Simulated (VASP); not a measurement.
# WSe2 (P1) in VASP: a series of runs

The runs below take WSe2 through single point, with PBEsol.

All numbers are computed with VASP 6.6.1; they aren't measurements. Logs are shortened: lines on timing, memory, paths and dates and some standing lists are left out, and cuts for length are marked.

## 1. The cell of the first run

The typed cell holds 6 atoms: a = 3.232 Å, b = 3.255 Å, c = 13.006 Å, α = 90.05°, β = 88.81°, γ = 120.17°.

## 2. Single point, PBEsol (atoms moved at random and the cell strained at random)

INCAR

```
SYSTEM = WSe2
  PREC = Accurate
  ENCUT = 520
  EDIFF = 1E-6
  ISMEAR = 0
  SIGMA = 0.05
  LREAL = .FALSE.
  LASPH = .TRUE.
  NELM = 60
  ALGO = Normal
  ISIF = 2
  LWAVE = .FALSE.
  LCHARG = .FALSE.
  GGA = PS
  NBANDS = 35
```

KPOINTS

```
Automatic mesh
0
G
  12 12 2
  0 0 0
```

POSCAR

```
WSe2
1.0
    3.2314330207     -0.0115198158      0.0338291060
   -1.6256929634      2.8198883639     -0.0015593013
    0.1333628300      0.0698989398     13.0047860423
W Se
2 4
Direct
    0.3492711784      0.8220547821      0.2351479561
    0.6512472744      0.3634940419      0.7745096032
    0.3406296261      0.6356585824      0.6165992773
    0.6177716727      0.4107892240      0.1257923013
    0.3893359618      0.5571766378      0.8796442287
    0.6517442867      0.2108267317      0.3683066334
```

Potentials or basis: VASP PAW PBE potentials, release 64 (W_sv, Se).

Started as:

```console
> cat potpaw_PBE.64/W_sv/POTCAR potpaw_PBE.64/Se/POTCAR > POTCAR
> mpirun -np 1 vasp_std > vasp.out
```

OUTCAR:

```text
SYSTEM = WSe2
   PREC = Accurate
   ENCUT = 520
   EDIFF = 1E-6
   ISMEAR = 0
   LREAL = .FALSE.
   LASPH = .TRUE.
   NELM = 60
   ISIF = 2
   GGA = PS

 ion  position               nearest neighbor table
   1  0.349  0.822  0.235-   6 2.09   4 2.18   4 2.38   4 2.52   6 2.72
   2  0.651  0.363  0.775-   5 1.86   5 2.56   3 2.64   5 2.68   3 2.79   3 2.92
   3  0.341  0.636  0.617-   2 2.64   2 2.79   2 2.92
   4  0.618  0.411  0.126-   1 2.18   1 2.38   1 2.52
   5  0.389  0.557  0.880-   2 1.86   2 2.56   2 2.68
   6  0.652  0.211  0.368-   1 2.09   1 2.72

  LATTYP: Found a triclinic cell.
 ALAT       =     3.2316306227
 B/A-ratio  =     1.0072136458
 C/A-ratio  =     4.0244876941
 COS(alpha) =     0.0009443815
 COS(beta)  =     0.0207018522
 COS(gamma) =     0.5025163965

  Lattice vectors:

 A1 = (  -3.2314330207,   0.0115198158,  -0.0338291060)
 A2 = (  -1.6256929634,   2.8198883639,  -0.0015593013)
 A3 = (  -0.1333628300,  -0.0698989398, -13.0047860423)

Analysis of symmetry for initial positions (statically):
=====================================================================
 Subroutine PRICEL returns:
 Original cell was already a primitive cell.

 Routine SETGRP: Setting up the symmetry group for a
 triclinic supercell.

 Subroutine GETGRP returns: Found  1 space group operations
 (whereof  1 operations were pure point group operations)
 out of a pool of  2 trial point group operations.

The static configuration has the point symmetry C_1 .

Analysis of symmetry for dynamics (positions and initial velocities):
=====================================================================
 Subroutine PRICEL returns:
 Original cell was already a primitive cell.

 Routine SETGRP: Setting up the symmetry group for a
 triclinic supercell.

 Subroutine GETGRP returns: Found  1 space group operations
 (whereof  1 operations were pure point group operations)
 out of a pool of  2 trial point group operations.

The dynamic configuration has the point symmetry C_1 .

 Subroutine INISYM returns: Found  1 space group operations
 (whereof  1 operations are pure point group operations),
 and found     1 'primitive' translations

----------------------------------------------------------------------------------------

                                     Primitive cell

  volume of cell :     118.2435

  direct lattice vectors                    reciprocal lattice vectors
     3.231433021 -0.011519816  0.033829106     0.310140982  0.178796991 -0.004141475
    -1.625692963  2.819888364 -0.001559301     0.001286983  0.355364862 -0.001923235
     0.133362830  0.069898940 13.004786042    -0.000806610 -0.000422492  0.076905310

  length of vectors
     3.231630623  3.254942461 13.005657673     0.358012492  0.355372397  0.076910700

  position of ions in fractional coordinates (direct lattice)
     0.349271178  0.822054782  0.235147956
     0.651247274  0.363494042  0.774509603
     0.340629626  0.635658582  0.616599277
     0.617771673  0.410789224  0.125792301
     0.389335962  0.557176638  0.879644229
     0.651744287  0.210826732  0.368306633

  ion indices of the primitive-cell ions
   primitive index   ion index
                 1           1
                 2           2
                 3           3
                 4           4
                 5           5
                 6           6

----------------------------------------------------------------------------------------

 KPOINTS: Automatic mesh

Automatic generation of k-mesh.
 Grid dimensions read from file:
 generate k-points for:   12   12    2

 Generating k-lattice:

  Cartesian coordinates                     Fractional coordinates (reciprocal lattice)
     0.025845082  0.014899749 -0.000345123     0.083333333 -0.000000000  0.000000000
     0.000107249  0.029613739 -0.000160270     0.000000000  0.083333333  0.000000000
    -0.000403305 -0.000211246  0.038452655     0.000000000 -0.000000000  0.500000000

  Length of vectors
     0.029834374  0.029614366  0.038455350

  Shift w.r.t. Gamma in fractional coordinates (k-lattice)
     0.000000000  0.000000000  0.000000000

 Subroutine IBZKPT returns following result:
 ===========================================

 Found    148 irreducible k-points:

 Following reciprocal coordinates:
            Coordinates               Weight
  0.000000  0.000000  0.000000      1.000000
  0.083333 -0.000000  0.000000      2.000000
  0.166667  0.000000  0.000000      2.000000
  0.250000  0.000000  0.000000      2.000000
  0.333333 -0.000000  0.000000      2.000000
  0.416667 -0.000000  0.000000      2.000000
[... 16 lines left out ...]
  0.250000  0.166667  0.000000      2.000000
  0.333333  0.166667  0.000000      2.000000
 [... further k-points ...]
   k-points           NKPTS =    148   k-points in BZ     NKDIM =    148   number of bands    NBANDS=     35
   number of dos      NEDOS =    301   number of ions     NIONS =      6
   total plane-waves  NPLWV =  56448
   dimension x,y,z NGX =    24 NGY =   24 NGZ =   98
   dimension x,y,z NGXF=    48 NGYF=   48 NGZF=  196
   ions per type =               2   4
   NGX,Y,Z   is equivalent  to a cutoff of  12.35, 12.26, 12.53 a.u.
   NGXF,Y,Z  is equivalent  to a cutoff of  24.69, 24.52, 25.05 a.u.
 SYSTEM =  WSe2
   PREC   = accura    normal or accurate (medium, high low for compatibility)
   ISTART =      0    job   : 0-new  1-cont  2-samecut
   ICHARG =      2    charge: 1-file 2-atom 10-const
   ISPIN  =      1    spin polarized calculation?
   LNONCOLLINEAR =      F non collinear calculations
   LSORBIT =      F    spin-orbit coupling
   LASPH  =      T    aspherical Exc in radial PAW
   ENCUT  =  520.0 eV  38.22 Ry    6.18 a.u.   6.01  6.05 24.18*2*pi/ulx,y,z
   NELM   =     60;   NELMIN=  2; NELMDL= -5     # of ELM steps
   EDIFF  = 0.1E-05   stopping-criterion for ELM
   LREAL  =      F    real-space projection
   EDIFFG = 0.1E-04   stopping-criterion for IOM
   NSW    =      0    number of steps for IOM
   IBRION =     -1    ionic relax: 0-MD 1-quasi-New 2-CG
   NFREE  =      0    steps in history (QN), initial steepest desc. (CG)
   ISIF   =      2    stress and relaxation
   ISYM   =      2    0-nonsym 1-usesym 2-fastsym
   POTIM  = 0.5000    time-step for ionic-motion
   TEBEG  =    0.0;   TEEND  =   0.0 temperature during run
   PSTRESS=    0.0 pullay stress
   NELECT =      52.0000    total number of electrons
   NUPDOWN=      -1.0000    fix difference up-down
   EMIN   =  10.00;   EMAX   =-10.00  energy-range for DOS
   EFERMI =   0.00;   METHOD = LEGACY
   ISMEAR =     0;   SIGMA  =   0.05  broadening in eV -4-tet -1-fermi 0-gaus
   EFERMI_NEDOS =   21; number of points for ismear=-14 and -15
   IALGO  =     38    algorithm
   IMIX   =      4    mixing-type and parameters
     AMIX     =   0.40;   BMIX     =  1.00
     AMIX_MAG =   1.60;   BMIX_MAG =  1.00
  volume/ion in A,a.u.               =      19.71       132.99
  Fermi-wavevector in a.u.,A,eV,Ry     =   1.244945  2.352605 21.087510  1.549888
  Thomas-Fermi vector in A             =   2.379189
   LORBIT       =      0    0 simple, 1 ext, 2 COOP (PROOUT), +10 PAW based schemes
   GGA     = PS    functional components
   LHFCALC =     F    Hartree Fock is set to
   AEXX    =    0.0000 exact exchange contribution
   IVDW    =     0    specifies the selected vdW correction
   LEPSILON=     F    determine dielectric tensor
   LRPA    =     F    only Hartree local field effects (RPA)
 non-spin polarized calculation
 Gauss-broadening in eV      SIGMA  =   0.05
  energy-cutoff  :      520.00
  volume of cell :      118.24
 maximum number of plane-waves:      3227
   NGX = 13   NGY = 13   NGZ = 49

 number of electron      51.9999997 magnetization

 Free energy of the ion-electron system (eV)
  ---------------------------------------------------
  ext. energy  EPLUGINS =         0.00000000
  ---------------------------------------------------
  free energy    TOTEN  =       -36.46251355 eV

  energy without entropy =      -36.45933575  energy(sigma->0) =      -36.46092465

 E-fermi :   6.9896     XC(G=0): -10.9608

 val. band max:        6.9834522704   @ k =  -0.4167   0.1667   0.5000
 cond. band min:       7.0082049863   @ k =   0.2500   0.0833   0.5000
 fundamental gap:      0.0247527159
 Fermi energy:         6.9896429618

 k-point     1 :       0.0000    0.0000    0.0000
  band No.  band energies     occupation
      1     -67.5326      2.00000
      2     -67.5224      2.00000
      3     -32.6098      2.00000
      4     -32.2202      2.00000
      5     -31.8777      2.00000
      6     -31.7186      2.00000
[... 27 lines left out ...]
     34      11.2576      0.00000
     35      12.2288      0.00000

 k-point     2 :       0.0833   -0.0000    0.0000
  band No.  band energies     occupation
      1     -67.5316      2.00000
      2     -67.5214      2.00000
      3     -32.6122      2.00000
      4     -32.2177      2.00000
      5     -31.8872      2.00000
      6     -31.7247      2.00000
[... 27 lines left out ...]
     34      11.1228      0.00000
     35      12.7598      0.00000

 k-point     3 :       0.1667    0.0000    0.0000
  band No.  band energies     occupation
      1     -67.5290      2.00000
      2     -67.5188      2.00000
      3     -32.6196      2.00000
      4     -32.2118      2.00000
      5     -31.9144      2.00000
      6     -31.7425      2.00000
[... 27 lines left out ...]
     34      11.0530      0.00000
     35      13.2741      0.00000
[... 723 lines left out ...]
 k-point    23 :       0.2500    0.1667    0.0000
  band No.  band energies     occupation
      1     -67.5208      2.00000
      2     -67.5101      2.00000
      3     -32.6345      2.00000
      4     -32.2183      2.00000
      5     -32.0351      2.00000
      6     -31.7783      2.00000
[... 27 lines left out ...]
     34      11.7440      0.00000
     35      12.3965      0.00000

 k-point    24 :       0.3333    0.1667    0.0000
  band No.  band energies     occupation
      1     -67.5183      2.00000
      2     -67.5078      2.00000
      3     -32.6534      2.00000
      4     -32.2220      2.00000
      5     -32.0371      2.00000
      6     -31.8093      2.00000
[... 27 lines left out ...]
     34      11.3898      0.00000
     35      11.8111      0.00000

 [... further k-points ...]

------------------------ aborting loop because EDIFF is reached ----------------------------------------

  FORCE on cell =-STRESS in cart. coord.  units (eV):
  Direction    XX          YY          ZZ          XY          YZ          ZX
  --------------------------------------------------------------------------------------
  -------------------------------------------------------------------------------------
  Total       22.1408020     16.7264103     42.6436095     -7.5124662     13.9269547    -20.0734620
  in kB      300.0037415    226.6397431    577.8129625   -101.7925176    188.7076412   -271.9916701
  external PRESSURE =     368.1521490 kB  Pullay stress =       0.0000000 kB

 VOLUME and BASIS-vectors are now :
 -----------------------------------------------------------------------------
  energy-cutoff  :      520.00
  volume of cell :      118.24
      direct lattice vectors                 reciprocal lattice vectors
     3.231433021 -0.011519816  0.033829106     0.310140982  0.178796991 -0.004141475
    -1.625692963  2.819888364 -0.001559301     0.001286983  0.355364862 -0.001923235
     0.133362830  0.069898940 13.004786042    -0.000806610 -0.000422492  0.076905310

 POSITION                                       TOTAL-FORCE (eV/Angst)
 -----------------------------------------------------------------------------------
     -0.17640      2.33052      3.06858        -1.740042     -8.562802     -0.932185
      1.61682      1.07165     10.09380        15.273511     -8.585654    -21.266079
      0.14957      1.83166      8.02927         0.092810      0.412268      2.145525
      1.34525      1.16006      1.65616         0.767982      3.454993     -6.102807
      0.46963      1.62818     11.45189       -15.415803      8.191108     18.997483
      1.81245      0.61274      4.81147         1.021542      5.090088      7.158063
 -----------------------------------------------------------------------------------
    total drift:                                0.000455     -0.000539     -0.000429

  FREE ENERGIE OF THE ION-ELECTRON SYSTEM (eV)
  ---------------------------------------------------
  free  energy   TOTEN  =       -36.4625135526 eV

  energy  without entropy=      -36.4593357472  energy(sigma->0) =      -36.46092465
```

Wall time 15 min (1 thread of Intel Xeon 8259CL, shared host); peak memory 0.59 GiB.

Results:

- Free energy: -36.4625 eV
- Pressure: 36.8 GPa
- Largest force: 27.554 eV/Å
- Band gap on the k mesh: zero (bands 26 and 27 overlap by 0.29 eV)

Forces on the atoms (eV/Å):
```
W    -1.740  -8.563  -0.932
W    15.274  -8.586 -21.266
Se    0.093   0.412   2.146
Se    0.768   3.455  -6.103
Se  -15.416   8.191  18.997
Se    1.022   5.090   7.158
```

Caveat: the cell differs from its parent crystal (atoms moved at random and the cell strained at random); atoms lie so close that the PAW spheres overlap strongly, which falsifies energies and pressures; the stress differs along the axes, from 23 to 58 GPa; the PAW data sets were made with another functional, which shifts forces and pressure a little; spin-orbit coupling is left out, which moves the levels of the heavy elements.

## 3. Single point, PBEsol (atoms moved at random and the cell strained at random)

INCAR

```
ALGO = Normal
EDIFF = 1E-6
ENCUT = 520
GGA = PS
ISIF = 2
ISMEAR = 0
LASPH = True
LCHARG = False
LREAL = False
LWAVE = False
NBANDS = 35
NELM = 60
PREC = Accurate
SIGMA = 0.05
```

KPOINTS

```
k-points
0
Gamma
  12 12 2
```

POSCAR

```
WSe2
1.0
    3.5175609451      0.0661527204     -0.2346710684
   -1.7014905361      2.8129445048      0.0742763777
   -0.9251322768     -0.1960104242     12.4814704581
W Se
2 4
Direct
    0.3824666800      0.6911134389      0.2601708269
    0.6179772602      0.3667165933      0.7276012495
    0.4480047431      0.5930934088      0.6231445072
    0.6802684329      0.4042080223      0.1336119239
    0.2298046805      0.6244398073      0.8580026142
    0.6414782034      0.3204287294      0.3974688783
```

Potentials or basis: VASP PAW PBE potentials, release 64 (W_sv, Se).

Started as:

```console
> cat potpaw_PBE.64/W_sv/POTCAR potpaw_PBE.64/Se/POTCAR > POTCAR
> mpirun -np 1 vasp_std > vasp.out
```

Run time: 21 min. Hardware: 1 thread of Intel Xeon 8259CL, shared host; peak memory 0.63 GiB.

Results (log left out):

| Item | Value |
| --- | --- |
| Free energy | -30.8623 eV |
| Pressure | 42.9 GPa |
| Largest force | 55.544 eV/Å |
| Band gap on the k mesh | zero (bands 26 and 27 overlap by 0.27 eV) |

Forces in eV/Å, atoms in the order of the input:
```
W    -2.157   0.401  -0.057
W    25.349 -23.287  40.518
Se  -28.927  21.745 -42.137
Se    0.066  -0.913  -0.725
Se    3.573   1.544   1.844
Se    2.095   0.510   0.558
```

Stress tensor (GPa, compression positive):
```
 33.73 -23.62  58.57
-23.62  20.56 -28.90
 58.57 -28.90  74.54
```

Levels at points of the mesh, in eV from the Fermi level:
| k point | band 22 | band 23 | band 24 | band 25 | band 26 | band 27 | band 28 | band 29 | band 30 | band 31 |
| --- | --- | --- | --- | --- | --- | --- | --- | --- | --- | --- |
| (0.00, 0.00, 0.00) | -2.18 | -1.61 | -1.13 | -0.84 | -0.28 | 0.05 | 0.75 | 1.73 | 1.97 | 2.30 |
| (0.50, 0.00, 0.00) | -2.92 | -2.04 | -1.39 | -1.10 | 0.18 | 0.96 | 0.97 | 1.01 | 1.55 | 2.17 |
| (0.00, 0.50, 0.00) | -2.70 | -2.31 | -2.00 | -0.99 | -0.01 | 0.52 | 1.00 | 1.27 | 1.38 | 1.62 |
| (0.50, 0.50, 0.00) | -3.13 | -2.25 | -1.72 | -1.58 | -1.35 | 0.51 | 0.62 | 1.13 | 1.67 | 2.09 |
| (0.00, 0.00, 0.50) | -2.29 | -1.54 | -1.30 | -0.87 | -0.27 | 0.05 | 0.66 | 1.81 | 1.90 | 2.32 |
| (0.50, 0.00, 0.50) | -2.88 | -2.05 | -1.39 | -1.13 | 0.18 | 0.94 | 1.00 | 1.01 | 1.56 | 2.22 |
| (0.00, 0.50, 0.50) | -2.56 | -2.41 | -2.07 | -1.00 | -0.01 | 0.52 | 1.02 | 1.32 | 1.39 | 1.62 |
| (0.50, 0.50, 0.50) | -3.19 | -2.26 | -1.76 | -1.50 | -1.39 | 0.51 | 0.62 | 1.17 | 1.66 | 2.13 |

Caveat: the cell differs from its parent crystal (atoms moved at random and the cell strained at random); atoms lie so close that the PAW spheres overlap strongly, which falsifies energies and pressures; the stress differs along the axes, from 21 to 75 GPa; the PAW data sets were made with another functional, which shifts forces and pressure a little; spin-orbit coupling is left out, which moves the levels of the heavy elements.

The gap in the log of VASP goes by the Fermi energy; the results here count the filled bands.